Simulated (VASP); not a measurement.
# Ho4Pt (P-43m) in VASP: single point with PBE

Aim: the single point of Ho4Pt with PBE.

Program: VASP 6.6.1. These are calculated values, not measurements. Logs are shortened: lines on timing, memory, paths and dates and some standing lists are left out, and cuts for length are marked.

### Step 1. The cell of the first run

It takes space group P-43m (No. 215, cubic). Conventional cell: a = 5.474 Å, b = 5.474 Å, c = 5.474 Å, α = 90.00°, β = 90.00°, γ = 90.00°. Ho (site symmetry 3m) has 1 Pt at 2.63 Å and 3 Ho at 3.45 Å within 3.5 Å. Pt (site symmetry -43m) has 4 Ho at 2.63 Å within 3.5 Å.

### Step 2. Single point, PBE

The input, POSCAR:

```
Ho4Pt
1.0
    5.4737249606      0.0000000000      0.0000000000
    0.0000000000      5.4737249606      0.0000000000
    0.0000000000      0.0000000000      5.4737249606
Ho Pt
4 1
Direct
    0.2774551376      0.7225448624      0.7225448624
    0.7225448624      0.2774551376      0.7225448624
    0.7225448624      0.7225448624      0.2774551376
    0.2774551376      0.2774551376      0.2774551376
    0.0000000000      0.0000000000      0.0000000000
```

The input, INCAR.step1:

```
PREC = Accurate ; ENCUT = 400
EDIFF = 1E-6 ; ISMEAR = 0
SIGMA = 0.1 ; LREAL = False
LASPH = True ; NELM = 200
ALGO = Normal ; ISIF = 2
LWAVE = False ; LCHARG = True
LMAXMIX = 6 ; GGA = PE
NBANDS = 31 ; GGA_COMPAT = False
NEDOS = 2001 ; LORBIT = 11
```

The input, KPOINTS.step1:

```
Automatic mesh
0
Gamma
  8 8 8
```

The input, INCAR.step2:

```
PREC = Accurate ; ENCUT = 400
EDIFF = 1E-6 ; ISMEAR = -5
SIGMA = 0.1 ; LREAL = False
LASPH = True ; NELM = 200
ALGO = Normal ; ISIF = 2
LWAVE = False ; LCHARG = False
LMAXMIX = 6 ; GGA = PE
LORBIT = 11 ; NEDOS = 2001
ICHARG = 11 ; GGA_COMPAT = False
```

The input, KPOINTS.step2:

```
Automatic mesh
0
Gamma
  12 12 12
```

Potentials or basis: VASP PAW PBE potentials, release 64 (Ho_3, Pt), 4f in core.

The run is started by

```console
> cat potpaw_PBE.64/Ho_3/POTCAR potpaw_PBE.64/Pt/POTCAR > POTCAR
> cp INCAR.step1 INCAR
> cp KPOINTS.step1 KPOINTS
> mpirun -np 1 vasp_std > vasp.out
> cp INCAR.step2 INCAR
> cp KPOINTS.step2 KPOINTS
> mpirun -np 1 vasp_std > vasp.out
```

OUTCAR:

```text
PREC = Accurate
   ENCUT = 400
   EDIFF = 1E-6
   ISMEAR = -5
   LREAL = False
   LASPH = True
   NELM = 200
   ISIF = 2
   GGA = PE
   LORBIT = 11
   ICHARG = 11

 ion  position               nearest neighbor table
   1  0.277  0.723  0.723-   5 2.63   3 3.45   4 3.45   2 3.45
   2  0.723  0.277  0.723-   5 2.63   3 3.45   4 3.45   1 3.45
   3  0.723  0.723  0.277-   5 2.63   2 3.45   4 3.45   1 3.45
   4  0.277  0.277  0.277-   5 2.63   2 3.45   3 3.45   1 3.45
   5  0.000  0.000  0.000-   1 2.63   2 2.63   3 2.63   4 2.63

  LATTYP: Found a simple cubic cell.
 ALAT       =     5.4737249606

  Lattice vectors:

 A1 = (   5.4737249606,   0.0000000000,   0.0000000000)
 A2 = (   0.0000000000,   5.4737249606,   0.0000000000)
 A3 = (   0.0000000000,   0.0000000000,   5.4737249606)

Analysis of symmetry for initial positions (statically):
=====================================================================
 Subroutine PRICEL returns:
 Original cell was already a primitive cell.

 Routine SETGRP: Setting up the symmetry group for a
 simple cubic supercell.

 Subroutine GETGRP returns: Found 24 space group operations
 (whereof 24 operations were pure point group operations)
 out of a pool of 48 trial point group operations.

The static configuration has the point symmetry T_d .

Analysis of symmetry for dynamics (positions and initial velocities):
=====================================================================
 Subroutine PRICEL returns:
 Original cell was already a primitive cell.

 Routine SETGRP: Setting up the symmetry group for a
 simple cubic supercell.

 Subroutine GETGRP returns: Found 24 space group operations
 (whereof 24 operations were pure point group operations)
 out of a pool of 48 trial point group operations.

The dynamic configuration has the point symmetry T_d .

 Subroutine INISYM returns: Found 24 space group operations
 (whereof 24 operations are pure point group operations),
 and found     1 'primitive' translations

----------------------------------------------------------------------------------------

                                     Primitive cell

  volume of cell :     164.0019

  direct lattice vectors                    reciprocal lattice vectors
     5.473724961  0.000000000  0.000000000     0.182690948  0.000000000  0.000000000
     0.000000000  5.473724961  0.000000000     0.000000000  0.182690948  0.000000000
     0.000000000  0.000000000  5.473724961     0.000000000  0.000000000  0.182690948

  length of vectors
     5.473724961  5.473724961  5.473724961     0.182690948  0.182690948  0.182690948

  position of ions in fractional coordinates (direct lattice)
     0.277455138  0.722544862  0.722544862
     0.722544862  0.277455138  0.722544862
     0.722544862  0.722544862  0.277455138
     0.277455138  0.277455138  0.277455138
     0.000000000  0.000000000  0.000000000

  ion indices of the primitive-cell ions
   primitive index   ion index
                 1           1
                 2           2
                 3           3
                 4           4
                 5           5

----------------------------------------------------------------------------------------

 KPOINTS: Automatic mesh

Automatic generation of k-mesh.
 Grid dimensions read from file:
 generate k-points for:   12   12   12

 Generating k-lattice:

  Cartesian coordinates                     Fractional coordinates (reciprocal lattice)
     0.015224246  0.000000000  0.000000000     0.083333333  0.000000000  0.000000000
     0.000000000  0.015224246  0.000000000     0.000000000  0.083333333  0.000000000
     0.000000000  0.000000000  0.015224246     0.000000000  0.000000000  0.083333333

  Length of vectors
     0.015224246  0.015224246  0.015224246

  Shift w.r.t. Gamma in fractional coordinates (k-lattice)
     0.000000000  0.000000000  0.000000000

 TETIRR: Found    854 inequivalent tetrahedra from    10368

 Subroutine IBZKPT returns following result:
 ===========================================

 Found     84 irreducible k-points:

 Following reciprocal coordinates:
            Coordinates               Weight
  0.000000  0.000000  0.000000      1.000000
  0.083333  0.000000  0.000000      6.000000
  0.166667  0.000000  0.000000      6.000000
  0.250000  0.000000  0.000000      6.000000
  0.333333  0.000000  0.000000      6.000000
  0.416667  0.000000  0.000000      6.000000
[... 16 lines left out ...]
  0.333333  0.333333  0.000000     12.000000
  0.416667  0.333333  0.000000     24.000000
 [... further k-points ...]
   k-points           NKPTS =     84   k-points in BZ     NKDIM =     84   number of bands    NBANDS=     27
   number of dos      NEDOS =   2001   number of ions     NIONS =      5
   total plane-waves  NPLWV =  46656
   dimension x,y,z NGX =    36 NGY =   36 NGZ =   36
   dimension x,y,z NGXF=    72 NGYF=   72 NGZF=   72
   ions per type =               4   1
   NGX,Y,Z   is equivalent  to a cutoff of  10.93, 10.93, 10.93 a.u.
   NGXF,Y,Z  is equivalent  to a cutoff of  21.87, 21.87, 21.87 a.u.
 SYSTEM =  unknown system
   PREC   = accura    normal or accurate (medium, high low for compatibility)
   ISTART =      0    job   : 0-new  1-cont  2-samecut
   ICHARG =     11    charge: 1-file 2-atom 10-const
   ISPIN  =      1    spin polarized calculation?
   LNONCOLLINEAR =      F non collinear calculations
   LSORBIT =      F    spin-orbit coupling
   LASPH  =      T    aspherical Exc in radial PAW
   ENCUT  =  400.0 eV  29.40 Ry    5.42 a.u.   8.93  8.93  8.93*2*pi/ulx,y,z
   NELM   =    200;   NELMIN=  2; NELMDL=  0     # of ELM steps
   EDIFF  = 0.1E-05   stopping-criterion for ELM
   LREAL  =      F    real-space projection
   EDIFFG = 0.1E-04   stopping-criterion for IOM
   NSW    =      0    number of steps for IOM
   IBRION =     -1    ionic relax: 0-MD 1-quasi-New 2-CG
   NFREE  =      0    steps in history (QN), initial steepest desc. (CG)
   ISIF   =      2    stress and relaxation
   ISYM   =      2    0-nonsym 1-usesym 2-fastsym
   POTIM  = 0.5000    time-step for ionic-motion
   TEBEG  =    0.0;   TEEND  =   0.0 temperature during run
   PSTRESS=    0.0 pullay stress
   NELECT =      46.0000    total number of electrons
   NUPDOWN=      -1.0000    fix difference up-down
   EMIN   =  10.00;   EMAX   =-10.00  energy-range for DOS
   EFERMI =   0.00;   METHOD = LEGACY
   ISMEAR =    -5;   SIGMA  =   0.10  broadening in eV -4-tet -1-fermi 0-gaus
   EFERMI_NEDOS =   21; number of points for ismear=-14 and -15
   IALGO  =     38    algorithm
   IMIX   =      4    mixing-type and parameters
     AMIX     =   0.40;   BMIX     =  1.00
     AMIX_MAG =   1.60;   BMIX_MAG =  1.00
  volume/ion in A,a.u.               =      32.80       221.35
  Fermi-wavevector in a.u.,A,eV,Ry     =   1.071629  2.025085 15.624778  1.148389
  Thomas-Fermi vector in A             =   2.207375
   LORBIT       =     11    0 simple, 1 ext, 2 COOP (PROOUT), +10 PAW based schemes
   GGA     = PE    functional components
   LHFCALC =     F    Hartree Fock is set to
   AEXX    =    0.0000 exact exchange contribution
   IVDW    =     0    specifies the selected vdW correction
   LEPSILON=     F    determine dielectric tensor
   LRPA    =     F    only Hartree local field effects (RPA)
 non-spin polarized calculation
 Fermi weights with tetrahedron method with Bloechl corrections
  energy-cutoff  :      400.00
  volume of cell :      164.00
 maximum number of plane-waves:      3016
 NGX is ok and might be reduce to    36

 number of electron      46.0000006 magnetization

 Free energy of the ion-electron system (eV)
  ---------------------------------------------------
  ext. energy  EPLUGINS =         0.00000000
  ---------------------------------------------------
  free energy    TOTEN  =       -24.20772853 eV

  energy without entropy =      -24.20772853  energy(sigma->0) =      -24.20772853

 E-fermi :   2.9301     XC(G=0):  -9.4689

 val. band max:        2.9516820342   @ k =   0.4167   0.4167   0.4167
 cond. band min:       2.9229527191   @ k =   0.4167   0.1667   0.1667
 fundamental gap:     -0.0287293151
 Fermi energy:         2.9301113448

 k-point     1 :       0.0000    0.0000    0.0000
  band No.  band energies     occupation
      1     -21.5589      2.00000
      2     -21.4845      2.00000
      3     -21.4845      2.00000
      4     -21.3499      2.00000
      5     -21.3499      2.00000
      6     -21.3499      2.00000
[... 19 lines left out ...]
     26       4.7448      0.00000
     27       4.7534      0.00000

 k-point     2 :       0.0833    0.0000    0.0000
  band No.  band energies     occupation
      1     -21.5566      2.00000
      2     -21.4825      2.00000
      3     -21.4818      2.00000
      4     -21.3527      2.00000
      5     -21.3527      2.00000
      6     -21.3517      2.00000
[... 19 lines left out ...]
     26       4.6844      0.00000
     27       4.7665      0.00000

 k-point     3 :       0.1667    0.0000    0.0000
  band No.  band energies     occupation
      1     -21.5502      2.00000
      2     -21.4766      2.00000
      3     -21.4740      2.00000
      4     -21.3594      2.00000
      5     -21.3594      2.00000
      6     -21.3570      2.00000
[... 594 lines left out ...]
      1     -21.5248      2.00000
      2     -21.4552      2.00000
      3     -21.4476      2.00000
      4     -21.4208      2.00000
      5     -21.3967      2.00000
      6     -21.3384      2.00000
[... 19 lines left out ...]
     26       3.6744      0.00000
     27       4.0251      0.00000

 k-point    24 :       0.4167    0.3333    0.0000
  band No.  band energies     occupation
      1     -21.5231      2.00000
      2     -21.4545      2.00000
      3     -21.4489      2.00000
      4     -21.4266      2.00000
      5     -21.3997      2.00000
      6     -21.3314      2.00000
[... 19 lines left out ...]
     26       3.5953      0.00000
     27       3.9393      0.00000

 [... further k-points ...]

------------------------ aborting loop because EDIFF is reached ----------------------------------------

  FORCE on cell =-STRESS in cart. coord.  units (eV):
  Direction    XX          YY          ZZ          XY          YZ          ZX
  --------------------------------------------------------------------------------------
  -------------------------------------------------------------------------------------
  Total        0.1112648      0.1112648      0.1112648      0.0000000     -0.0000000      0.0000000
  in kB        1.0869750      1.0869750      1.0869750      0.0000000     -0.0000000      0.0000000
  external PRESSURE =       1.0869750 kB  Pullay stress =       0.0000000 kB

 VOLUME and BASIS-vectors are now :
 -----------------------------------------------------------------------------
  energy-cutoff  :      400.00
  volume of cell :      164.00
      direct lattice vectors                 reciprocal lattice vectors
     5.473724961  0.000000000  0.000000000     0.182690948  0.000000000  0.000000000
     0.000000000  5.473724961  0.000000000     0.000000000  0.182690948  0.000000000
     0.000000000  0.000000000  5.473724961     0.000000000  0.000000000  0.182690948

 POSITION                                       TOTAL-FORCE (eV/Angst)
 -----------------------------------------------------------------------------------
      1.51871      3.95501      3.95501         0.014059     -0.014059     -0.014059
      3.95501      1.51871      3.95501        -0.014059      0.014059     -0.014059
      3.95501      3.95501      1.51871        -0.014059     -0.014059      0.014059
      1.51871      1.51871      1.51871         0.014059      0.014059      0.014059
      0.00000      0.00000      0.00000         0.000000      0.000000      0.000000
 -----------------------------------------------------------------------------------
    total drift:                               -0.000000     -0.000000      0.000000

  FREE ENERGIE OF THE ION-ELECTRON SYSTEM (eV)
  ---------------------------------------------------
  free  energy   TOTEN  =       -24.2077285263 eV

  energy  without entropy=      -24.2077285263  energy(sigma->0) =      -24.20772853

 total charge

# of ion       s       p       d       tot
------------------------------------------
    1        0.465   6.468   1.054   7.987
    2        0.465   6.468   1.054   7.987
    3        0.465   6.468   1.054   7.987
    4        0.465   6.468   1.054   7.987
    5        0.927   0.358   8.171   9.456
--------------------------------------------------
tot          2.788  26.230  12.386  41.404
```

Wall time 2.5 min (1 thread of Intel Xeon 6975P-C (Granite Rapids), shared host); peak memory 0.36 GiB.

What came out:

```
Valence electrons inside the program's atomic spheres : Ho 7.99; Pt 9.46
```

Caveat: spin-orbit coupling is left out, which moves the levels of the heavy elements; the 4f electrons are frozen in the core, so they carry no moment and show no levels; tetrahedron occupations give inexact forces and stress in metals. Spin polarisation is off, so any magnetic state and its effect on volume and gap are missing.
